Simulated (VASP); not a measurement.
A run of VASP 6.6.1:

POSCAR

```
CsPbBr3
1.0
    5.9324688452      0.0000000000      0.0000000000
    0.0000000000      5.9324688452      0.0000000000
    0.0000000000      0.0000000000      5.9324688452
Pb Cs Br
1 1 3
Direct
    0.5000000000      0.5000000000      0.5000000000
    0.0000000000      0.0000000000      0.0000000000
    0.5000000000      0.5000000000      0.0000000000
    0.5000000000      0.0000000000      0.5000000000
    0.0000000000      0.5000000000      0.5000000000
```

Contents of INCAR.step1:

```
SYSTEM = CsPbBr3
PREC = Accurate
ENCUT = 520
ISMEAR = -1
SIGMA = 0.05
LREAL = .False.
LASPH = .True.
NELM = 60
NBANDS = 30
GGA = PE
ALGO = Normal
EDIFF = 1E-4
LWAVE = .True.
LCHARG = .False.
```

The input INCAR.step2:

```
SYSTEM = CsPbBr3
PREC = Accurate
ENCUT = 520
EDIFF = 1E-6
ISMEAR = -1
SIGMA = 0.05
LREAL = .False.
LASPH = .True.
NELM = 60
ALGO = Normal
ISIF = 2
LWAVE = .False.
LCHARG = .False.
METAGGA = R2SCAN
LMIXTAU = .True.
NBANDS = 30
ISTART = 1
```

Contents of KPOINTS:

```
Automatic mesh
0
Gamma
  5 5 5
  0 0 0
```

Potentials or basis: VASP PAW PBE potentials, release 64 (Pb_d, Cs_sv, Br).

The run is started by

```console
$ cat potpaw_PBE.64/Pb_d/POTCAR potpaw_PBE.64/Cs_sv/POTCAR potpaw_PBE.64/Br/POTCAR > POTCAR
$ cp INCAR.step1 INCAR
$ mpirun -np 1 vasp_std > vasp.out
$ cp INCAR.step2 INCAR
$ mpirun -np 1 vasp_std > vasp.out
```

Hardware: 1 thread of Intel(R) Xeon(R) 6975P-C (Granite Rapids), with other jobs on the host.

Question: How long does it take, and how much memory?

Answer: It took 110 s on 1 thread of Intel(R) Xeon(R) 6975P-C (Granite Rapids), on a shared host, peak memory 0.39 GiB. Counts: k points 10.
